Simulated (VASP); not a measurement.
Input of a VASP 6.6.1 run:

File POSCAR:

```
Sb
1.0
    6.2356387728      0.0000000000      0.0000000000
    0.0000000000      6.2356387728      0.0000000000
    0.0000000000      0.0000000000      6.2356387728
Sb
8
Direct
    0.5000000000      0.5000000000      0.5000000000
    0.0000000000      0.0000000000      0.0000000000
    0.2500000000      0.0000000000      0.5000000000
    0.5000000000      0.2500000000      0.0000000000
    0.5000000000      0.7500000000      0.0000000000
    0.7500000000      0.0000000000      0.5000000000
    0.0000000000      0.5000000000      0.7500000000
    0.0000000000      0.5000000000      0.2500000000
```

The input INCAR.step1:

```
SYSTEM = Sb
PREC = Accurate
ENCUT = 520
ISMEAR = 0
SIGMA = 0.1
LREAL = .False.
LASPH = .True.
NELM = 100
NBANDS = 30
GGA = PE
ALGO = Normal
EDIFF = 1E-4
LWAVE = .True.
LCHARG = .False.
```

Contents of INCAR.step2:

```
SYSTEM = Sb
PREC = Accurate
ENCUT = 520
EDIFF = 1E-6
ISMEAR = 0
SIGMA = 0.1
LREAL = .False.
LASPH = .True.
NELM = 100
ALGO = Normal
ISIF = 2
LWAVE = .False.
LCHARG = .False.
METAGGA = R2SCAN
LMIXTAU = .True.
NBANDS = 30
ISTART = 1
```

Contents of KPOINTS:

```
Automatic mesh
0
Gamma
  4 4 4
  0 0 0
```

Potentials or basis: VASP PAW PBE potentials, release 64 (Sb).

Run with:

```bash
$ cat potpaw_PBE.64/Sb/POTCAR > POTCAR
$ cp INCAR.step1 INCAR
$ mpirun -np 1 vasp_std > vasp.out
$ cp INCAR.step2 INCAR
$ mpirun -np 1 vasp_std > vasp.out
```

Task: What does it give for the band gap on the k mesh?

Result: Zero (band 20 reaches 7.09 eV, above the bottom of band 21 at 6.92 eV).

Task: Predict the pressure.

Result: -4.2 GPa.

Caveat: the PAW data sets were made with another functional, which shifts forces and pressure a little; spin-orbit coupling is left out, which moves the levels of the heavy elements.
